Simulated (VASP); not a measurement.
# C (Fd-3m) in VASP: a series of runs

Runs on C. Level: PBE. Tasks: single point, relaxation of cell and atoms.

All numbers are computed with VASP 6.6.1; they aren't measurements. Logs are shortened: lines on timing, memory, paths and dates and some standing lists are left out, and cuts for length are marked.

## (1) The cell of the first run

The structure is cubic, space group Fd-3m (No. 227). Conventional cell: a = 3.572 Å, b = 3.572 Å, c = 3.572 Å, α = 90.00°, β = 90.00°, γ = 90.00°. C (site symmetry -43m) has 4 C at 1.55 Å within 2.1 Å.

## (2) Single point, PBE

Contents of INCAR:

```
ALGO = Normal
EDIFF = 1E-7
ENCUT = 520
GGA = PE
ISIF = 2
ISMEAR = 0
LASPH = T
LCHARG = T
LELF = T
LREAL = F
LVHAR = T
LWAVE = F
NBANDS = 26
NELM = 100
PREC = Accurate
SIGMA = 0.01
```

Contents of KPOINTS:

```
k-points
0
Gamma
  6 6 6
```

Contents of POSCAR:

```
C
1.0
    3.5716976127      0.0000000000      0.0000000000
    0.0000000000      3.5716976127      0.0000000000
    0.0000000000      0.0000000000      3.5716976127
C
8
Direct
    0.0000000000      0.0000000000      0.0000000000
    0.0000000000      0.5000000000      0.5000000000
    0.5000000000      0.0000000000      0.5000000000
    0.5000000000      0.5000000000      0.0000000000
    0.2500000000      0.2500000000      0.2500000000
    0.2500000000      0.7500000000      0.7500000000
    0.7500000000      0.2500000000      0.7500000000
    0.7500000000      0.7500000000      0.2500000000
```

Potentials or basis: VASP PAW PBE potentials, release 64 (C).

The run is started by

```bash
$ cat potpaw_PBE.64/C/POTCAR > POTCAR
$ mpirun -np 1 vasp_std > vasp.out
```

OUTCAR:

```text
EDIFF = 1E-7
   ENCUT = 520
   GGA = PE
   ISIF = 2
   ISMEAR = 0
   LASPH = T
   LREAL = F
   NELM = 100
   PREC = Accurate

 ion  position               nearest neighbor table
   1  0.000  0.000  0.000-   5 1.55   6 1.55   7 1.55   8 1.55
   2  0.000  0.500  0.500-   5 1.55   6 1.55   7 1.55   8 1.55
   3  0.500  0.000  0.500-   5 1.55   6 1.55   7 1.55   8 1.55
   4  0.500  0.500  0.000-   5 1.55   6 1.55   7 1.55   8 1.55
   5  0.250  0.250  0.250-   1 1.55   2 1.55   3 1.55   4 1.55
   6  0.250  0.750  0.750-   1 1.55   2 1.55   3 1.55   4 1.55
   7  0.750  0.250  0.750-   1 1.55   2 1.55   3 1.55   4 1.55
   8  0.750  0.750  0.250-   1 1.55   2 1.55   3 1.55   4 1.55

  LATTYP: Found a simple cubic cell.
 ALAT       =     3.5716976127

  Lattice vectors:

 A1 = (   3.5716976127,   0.0000000000,   0.0000000000)
 A2 = (   0.0000000000,   3.5716976127,   0.0000000000)
 A3 = (   0.0000000000,   0.0000000000,   3.5716976127)

Analysis of symmetry for initial positions (statically):
=====================================================================
 Subroutine PRICEL returns following result:

  LATTYP: Found a face centered cubic cell.
 ALAT       =     3.5716976127

  Lattice vectors:

 A1 = (   1.7858488063,  -1.7858488063,   0.0000000000)
 A2 = (   1.7858488063,   0.0000000000,   1.7858488063)
 A3 = (   0.0000000000,  -1.7858488063,   1.7858488063)

   4 primitive cells build up your supercell.

 Routine SETGRP: Setting up the symmetry group for a
 simple cubic supercell.

 Subroutine GETGRP returns: Found 48 space group operations
 (whereof 24 operations were pure point group operations)
 out of a pool of 48 trial point group operations.

The static configuration has the point symmetry T_d .
 The point group associated with its full space group is O_h .

Analysis of symmetry for dynamics (positions and initial velocities):
=====================================================================
 Subroutine PRICEL returns following result:

  LATTYP: Found a face centered cubic cell.
 ALAT       =     3.5716976127

  Lattice vectors:

 A1 = (   1.7858488063,  -1.7858488063,   0.0000000000)
 A2 = (   1.7858488063,   0.0000000000,   1.7858488063)
 A3 = (   0.0000000000,  -1.7858488063,   1.7858488063)

   4 primitive cells build up your supercell.

 Routine SETGRP: Setting up the symmetry group for a
 simple cubic supercell.

 Subroutine GETGRP returns: Found 48 space group operations
 (whereof 24 operations were pure point group operations)
 out of a pool of 48 trial point group operations.

The dynamic configuration has the point symmetry T_d .
 The point group associated with its full space group is O_h .

 Subroutine INISYM returns: Found 48 space group operations
 (whereof 24 operations are pure point group operations),
 and found     4 'primitive' translations

----------------------------------------------------------------------------------------

                                     Primitive cell

  volume of cell :      11.3911

  direct lattice vectors                    reciprocal lattice vectors
     1.785848806 -1.785848806  0.000000000     0.279978909 -0.279978909 -0.279978909
     1.785848806  0.000000000  1.785848806     0.279978909  0.279978909  0.279978909
     0.000000000 -1.785848806  1.785848806    -0.279978909 -0.279978909  0.279978909

  length of vectors
     2.525571602  2.525571602  2.525571602     0.484937695  0.484937695  0.484937695

  position of ions in fractional coordinates (direct lattice)
     0.000000000  0.000000000  0.000000000
     0.750000000  0.750000000  0.750000000

  ion indices of the primitive-cell ions
   primitive index   ion index
                 1           1
                 2           5

----------------------------------------------------------------------------------------

 KPOINTS: k-points

Automatic generation of k-mesh.
 Grid dimensions read from file:
 generate k-points for:    6    6    6

 Generating k-lattice:

  Cartesian coordinates                     Fractional coordinates (reciprocal lattice)
     0.046663151  0.000000000  0.000000000     0.166666667  0.000000000  0.000000000
     0.000000000  0.046663151  0.000000000     0.000000000  0.166666667  0.000000000
     0.000000000  0.000000000  0.046663151     0.000000000  0.000000000  0.166666667

  Length of vectors
     0.046663151  0.046663151  0.046663151

  Shift w.r.t. Gamma in fractional coordinates (k-lattice)
     0.000000000  0.000000000  0.000000000

 Subroutine IBZKPT returns following result:
 ===========================================

 Found     20 irreducible k-points:

 Following reciprocal coordinates:
            Coordinates               Weight
  0.000000  0.000000  0.000000      1.000000
  0.166667  0.000000  0.000000      6.000000
  0.333333  0.000000  0.000000      6.000000
  0.500000  0.000000  0.000000      3.000000
  0.166667  0.166667  0.000000     12.000000
  0.333333  0.166667  0.000000     24.000000
[... 12 lines left out ...]
  0.500000  0.500000  0.333333      6.000000
  0.500000  0.500000  0.500000      1.000000
   k-points           NKPTS =     20   k-points in BZ     NKDIM =     20   number of bands    NBANDS=     26
   number of dos      NEDOS =    301   number of ions     NIONS =      8
   total plane-waves  NPLWV =  21952
   dimension x,y,z NGX =    28 NGY =   28 NGZ =   28
   dimension x,y,z NGXF=    56 NGYF=   56 NGZF=   56
   ions per type =               8
   NGX,Y,Z   is equivalent  to a cutoff of  13.03, 13.03, 13.03 a.u.
   NGXF,Y,Z  is equivalent  to a cutoff of  26.07, 26.07, 26.07 a.u.
 SYSTEM =  unknown system
   PREC   = accura    normal or accurate (medium, high low for compatibility)
   ISTART =      0    job   : 0-new  1-cont  2-samecut
   ICHARG =      2    charge: 1-file 2-atom 10-const
   ISPIN  =      1    spin polarized calculation?
   LNONCOLLINEAR =      F non collinear calculations
   LSORBIT =      F    spin-orbit coupling
   LASPH  =      T    aspherical Exc in radial PAW
   ENCUT  =  520.0 eV  38.22 Ry    6.18 a.u.   6.64  6.64  6.64*2*pi/ulx,y,z
   NELM   =    100;   NELMIN=  2; NELMDL= -5     # of ELM steps
   EDIFF  = 0.1E-06   stopping-criterion for ELM
   LREAL  =      F    real-space projection
   EDIFFG = 0.1E-05   stopping-criterion for IOM
   NSW    =      0    number of steps for IOM
   IBRION =     -1    ionic relax: 0-MD 1-quasi-New 2-CG
   NFREE  =      0    steps in history (QN), initial steepest desc. (CG)
   ISIF   =      2    stress and relaxation
   ISYM   =      2    0-nonsym 1-usesym 2-fastsym
   POTIM  = 0.5000    time-step for ionic-motion
   TEBEG  =    0.0;   TEEND  =   0.0 temperature during run
   PSTRESS=    0.0 pullay stress
   NELECT =      32.0000    total number of electrons
   NUPDOWN=      -1.0000    fix difference up-down
   EMIN   =  10.00;   EMAX   =-10.00  energy-range for DOS
   EFERMI =   0.00;   METHOD = LEGACY
   ISMEAR =     0;   SIGMA  =   0.01  broadening in eV -4-tet -1-fermi 0-gaus
   EFERMI_NEDOS =   21; number of points for ismear=-14 and -15
   IALGO  =     38    algorithm
   IMIX   =      4    mixing-type and parameters
     AMIX     =   0.40;   BMIX     =  1.00
     AMIX_MAG =   1.60;   BMIX_MAG =  1.00
  volume/ion in A,a.u.               =       5.70        38.44
  Fermi-wavevector in a.u.,A,eV,Ry     =   1.455180  2.749892 28.811013  2.117550
  Thomas-Fermi vector in A             =   2.572245
   LORBIT       =      0    0 simple, 1 ext, 2 COOP (PROOUT), +10 PAW based schemes
   GGA     = PE    functional components
   LHFCALC =     F    Hartree Fock is set to
   AEXX    =    0.0000 exact exchange contribution
   IVDW    =     0    specifies the selected vdW correction
   LEPSILON=     F    determine dielectric tensor
   LRPA    =     F    only Hartree local field effects (RPA)
 non-spin polarized calculation
 Gauss-broadening in eV      SIGMA  =   0.01
  energy-cutoff  :      520.00
  volume of cell :       45.56
 maximum number of plane-waves:      1253
 NGX is ok and might be reduce to    28
   NGX = 13   NGY = 13   NGZ = 13

 number of electron      31.9999996 magnetization

 Free energy of the ion-electron system (eV)
  ---------------------------------------------------
  ext. energy  EPLUGINS =         0.00000000
  ---------------------------------------------------
  free energy    TOTEN  =       -72.74291285 eV

  energy without entropy =      -72.74291285  energy(sigma->0) =      -72.74291285

 E-fermi :   9.7232     XC(G=0): -13.2300

 val. band max:        9.6697532644   @ k =   0.0000   0.0000   0.0000
 cond. band min:      13.8134484532   @ k =   0.3333   0.0000   0.0000
 fundamental gap:      4.1436951888
 Fermi energy:         9.7231681243

 k-point     1 :       0.0000    0.0000    0.0000
  band No.  band energies     occupation
      1     -11.7515      2.00000
      2      -3.0640      2.00000
      3      -3.0640      2.00000
      4      -3.0640      2.00000
      5      -3.0640      2.00000
      6      -3.0640      2.00000
[... 18 lines left out ...]
     25      15.2483      0.00000
     26      22.9064      0.00000

 k-point     2 :       0.1667    0.0000    0.0000
  band No.  band energies     occupation
      1     -11.4958      2.00000
      2      -5.5813      2.00000
      3      -2.9062      2.00000
      4      -2.9062      2.00000
      5      -2.9062      2.00000
      6      -2.9062      2.00000
[... 18 lines left out ...]
     25      16.3737      0.00000
     26      23.0327      0.00000

 k-point     3 :       0.3333    0.0000    0.0000
  band No.  band energies     occupation
      1     -10.7322      2.00000
      2      -7.7419      2.00000
      3      -2.5245      2.00000
      4      -2.5245      2.00000
      5      -2.5245      2.00000
      6      -2.5245      2.00000
[... 18 lines left out ...]
     25      18.6678      0.00000
     26      22.3091      0.00000

 k-point     4 :       0.5000    0.0000    0.0000
  band No.  band energies     occupation
      1      -9.4730      2.00000
      2      -9.4730      2.00000
      3      -2.2799      2.00000
      4      -2.2799      2.00000
      5      -2.2799      2.00000
      6      -2.2799      2.00000
[... 18 lines left out ...]
     25      21.2201      0.00000
     26      21.2203      0.00000

 k-point     5 :       0.1667    0.1667    0.0000
  band No.  band energies     occupation
      1     -11.2408      2.00000
      2      -5.3677      2.00000
      3      -5.3677      2.00000
      4      -2.9723      2.00000
      5      -2.6054      2.00000
      6      -0.3075      2.00000
[... 18 lines left out ...]
     25      17.5499      0.00000
     26      23.2498      0.00000

 k-point     6 :       0.3333    0.1667    0.0000
  band No.  band energies     occupation
      1     -10.4798      2.00000
      2      -7.5054      2.00000
      3      -4.7587      2.00000
      4      -3.1699      2.00000
      5      -1.9974      2.00000
      6      -0.5170      2.00000
[... 311 lines left out ...]
 k-point    17 :       0.3333    0.3333    0.3333
  band No.  band energies     occupation
      1      -8.7442      2.00000
      2      -6.0177      2.00000
      3      -6.0177      2.00000
      4      -6.0177      2.00000
      5      -2.3046      2.00000
      6      -2.3046      2.00000
[... 18 lines left out ...]
     25      20.3633      0.00000
     26      20.8438      0.00000

 k-point    18 :       0.5000    0.3333    0.3333
  band No.  band energies     occupation
      1      -7.5538      2.00000
      2      -7.5538      2.00000
      3      -5.5483      2.00000
      4      -5.5483      2.00000
      5      -3.1944      2.00000
      6      -3.1944      2.00000
[... 18 lines left out ...]
     25      19.0419      0.00000
     26      19.0419      0.00000

 k-point    19 :       0.5000    0.5000    0.3333
  band No.  band energies     occupation
      1      -6.4870      2.00000
      2      -6.4870      2.00000
      3      -6.4870      2.00000
      4      -6.4870      2.00000
      5      -2.7231      2.00000
      6      -2.7231      2.00000
[... 18 lines left out ...]
     25      19.0861      0.00000
     26      19.0861      0.00000

 k-point    20 :       0.5000    0.5000    0.5000
  band No.  band energies     occupation
      1      -5.9995      2.00000
      2      -5.9995      2.00000
      3      -5.9995      2.00000
      4      -5.9995      2.00000
      5      -3.6561      2.00000
      6      -3.6561      2.00000
[... 18 lines left out ...]
     25      18.4615      0.00000
     26      18.4615      0.00000

------------------------ aborting loop because EDIFF is reached ----------------------------------------

  FORCE on cell =-STRESS in cart. coord.  units (eV):
  Direction    XX          YY          ZZ          XY          YZ          ZX
  --------------------------------------------------------------------------------------
  -------------------------------------------------------------------------------------
  Total        0.1775440      0.1775440      0.1775440      0.0000000     -0.0000000      0.0000000
  in kB        6.2429873      6.2429873      6.2429873      0.0000000     -0.0000000      0.0000000
  external PRESSURE =       6.2429873 kB  Pullay stress =       0.0000000 kB

 VOLUME and BASIS-vectors are now :
 -----------------------------------------------------------------------------
  energy-cutoff  :      520.00
  volume of cell :       45.56
      direct lattice vectors                 reciprocal lattice vectors
     3.571697613  0.000000000  0.000000000     0.279978909  0.000000000  0.000000000
     0.000000000  3.571697613  0.000000000     0.000000000  0.279978909  0.000000000
     0.000000000  0.000000000  3.571697613     0.000000000  0.000000000  0.279978909

 POSITION                                       TOTAL-FORCE (eV/Angst)
 -----------------------------------------------------------------------------------
      0.00000      0.00000      0.00000        -0.000000      0.000000     -0.000000
      0.00000      1.78585      1.78585        -0.000000     -0.000000     -0.000000
      1.78585      0.00000      1.78585        -0.000000      0.000000      0.000000
      1.78585      1.78585      0.00000         0.000000     -0.000000      0.000000
      0.89292      0.89292      0.89292         0.000000     -0.000000      0.000000
      0.89292      2.67877      2.67877         0.000000      0.000000     -0.000000
      2.67877      0.89292      2.67877         0.000000     -0.000000     -0.000000
      2.67877      2.67877      0.89292         0.000000      0.000000      0.000000
 -----------------------------------------------------------------------------------
    total drift:                                0.000000      0.000000      0.000000

  FREE ENERGIE OF THE ION-ELECTRON SYSTEM (eV)
  ---------------------------------------------------
  free  energy   TOTEN  =       -72.7429128529 eV

  energy  without entropy=      -72.7429128529  energy(sigma->0) =      -72.74291285
```

Wall time 40 s (1 thread of Intel Xeon 6975P-C, shared host); peak memory 0.15 GiB.

Results:

```
Free energy            : -72.7429 eV
Pressure               : 0.6 GPa
Band gap on the k mesh : 4.14 eV
```

Levels at points of the mesh, in eV from the valence-band top:
| k point | band 14 | band 15 | band 16 | band 17 | band 18 | band 19 |
| --- | --- | --- | --- | --- | --- | --- |
| (0.00, 0.00, 0.00) | 0.00 | 0.00 | 0.00 | 4.75 | 4.75 | 4.75 |
| (0.50, 0.00, 0.00) | -4.10 | -4.10 | -4.10 | 4.43 | 4.43 | 10.22 |
| (0.50, 0.50, 0.00) | -3.00 | -3.00 | -3.00 | 7.91 | 7.91 | 7.91 |
| (0.50, 0.50, 0.50) | -2.79 | -2.79 | -2.79 | 8.44 | 8.44 | 8.44 |

A k mesh can miss the band edges. As with any semilocal functional, this PBE gap is likely too small.

## (3) Relaxation of cell and atoms, PBE

This run uses another cell than the first one, of 5.68 Å³/atom, 0.997 times its volume.

Contents of INCAR:

```
PREC = Accurate ; ENCUT = 600
EDIFF = 1E-6 ; ISMEAR = 0
SIGMA = 0.01 ; LREAL = F
LASPH = T ; NELM = 100
ALGO = Normal ; ISIF = 3
LWAVE = F ; LCHARG = F
GGA = PE ; IBRION = 2
NSW = 80 ; EDIFFG = -0.002
```

Contents of KPOINTS:

```
regular mesh
0
Gamma
  6 6 6
```

Edit POSCAR of step 2 so:

```diff
@@ -2,5 +2,5 @@
 1.0
-    3.5716976127      0.0000000000      0.0000000000
-    0.0000000000      3.5716976127      0.0000000000
-    0.0000000000      0.0000000000      3.5716976127
+    3.5680000000      0.0000000000      0.0000000000
+    0.0000000000      3.5680000000      0.0000000000
+    0.0000000000      0.0000000000      3.5680000000
 C
```

Potentials or basis: VASP PAW PBE potentials, release 64 (C).

The run is started by

```bash
$ cat potpaw_PBE.64/C/POTCAR > POTCAR
$ mpirun -np 1 vasp_std > vasp.out
```

Run time: 70 s. Hardware: 1 thread of Intel Xeon 6975P-C, shared host; peak memory 0.16 GiB.

Results (log left out):

- Free energy: -72.7613 eV
- Relaxed volume: 5.69 Å³/atom
- Relaxed cell: a = 3.572 Å, b = 3.572 Å, c = 3.572 Å, α = 90.00°, β = 90.00°, γ = 90.00°
- Space group after relaxing (to 0.05 Å): Fd-3m (No. 227)
- Energy gained by relaxing: 0.1 meV/atom
- Ionic steps: 3
- Pressure after relaxing: 0.0 GPa
- Band gap on the k mesh: 4.14 eV

Step by step:
```csv
step,energy change (eV),largest force (eV/Å),pressure (GPa),volume (Å³)
1,0.0000,0.0000,1.31,45.42
2,0.0003,0.0000,-1.60,45.73
3,-0.0006,0.0000,0.01,45.56
```

Final structure:
```
CELL_PARAMETERS angstrom
3.57158 0.00000 0.00000
0.00000 3.57158 0.00000
0.00000 0.00000 3.57158
ATOMIC_POSITIONS crystal
C 0.00000 0.00000 0.00000
C 0.00000 0.50000 0.50000
C 0.50000 0.00000 0.50000
C 0.50000 0.50000 0.00000
C 0.25000 0.25000 0.25000
C 0.25000 0.75000 0.75000
C 0.75000 0.25000 0.75000
C 0.75000 0.75000 0.25000
```

Levels at points of the mesh, in eV from the valence-band top:
```
           k point  band 14  band 15  band 16  band 17  band 18  band 19
(0.00, 0.00, 0.00)     0.00     0.00     0.00     4.75     4.75     4.75
(0.50, 0.00, 0.00)    -4.10    -4.10    -4.10     4.43     4.43    10.22
(0.50, 0.50, 0.00)    -3.00    -3.00    -3.00     7.91     7.91     7.91
(0.50, 0.50, 0.50)    -2.79    -2.79    -2.79     8.44     8.44     8.44
```

A k mesh can miss the band edges.
